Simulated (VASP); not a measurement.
A run of VASP 6.6.1:

File INCAR:

```
SYSTEM = BaS
ALGO     = Normal         ! electronic algorithm
EDIFF    = 1E-6           ! SCF threshold, eV
ENCUT    = 520            ! plane-wave cutoff, eV
GGA      = PE             ! functional
ISIF     = 2              ! what is computed and relaxed
ISMEAR   = 0              ! smearing method
LASPH    = .True.         ! aspherical terms in the spheres
LCHARG   = .False.        ! write CHGCAR
LREAL    = .False.        ! projectors in reciprocal space
LWAVE    = .False.        ! write WAVECAR
NBANDS   = 15             ! bands
NELM     = 60             ! most SCF steps
PREC     = Accurate       ! precision mode
SIGMA    = 0.05           ! smearing width, eV
```

File KPOINTS:

```
k-points
0
Gamma
  10 10 8
  0 0 0
```

The input POSCAR:

```
BaS
1.0
    4.3016259198      0.0000000000      0.0000000000
   -2.1508129599      3.7253173241      0.0000000000
    0.0000000000      0.0000000000      3.9328313272
Ba S
1 1
Direct
    0.0000000000      0.0000000000      0.0000000000
    0.6666666667      0.3333333333      0.5000000000
```

Potentials or basis: VASP PAW PBE potentials, release 64 (Ba_sv, S).

The run is started by

```console
$ cat potpaw_PBE.64/Ba_sv/POTCAR potpaw_PBE.64/S/POTCAR > POTCAR
$ mpirun -np 1 vasp_std > vasp.out
```

Hardware: 1 thread of AMD EPYC 7R43 64-Core Processor (Zen 3), with other jobs on the host.

How long does it take, and how much memory?

It took 66 s on 1 thread of AMD EPYC 7R43 64-Core Processor (Zen 3), with other jobs on the host, peak memory 0.18 GiB. Counts: scf iterations 13, k points 70.
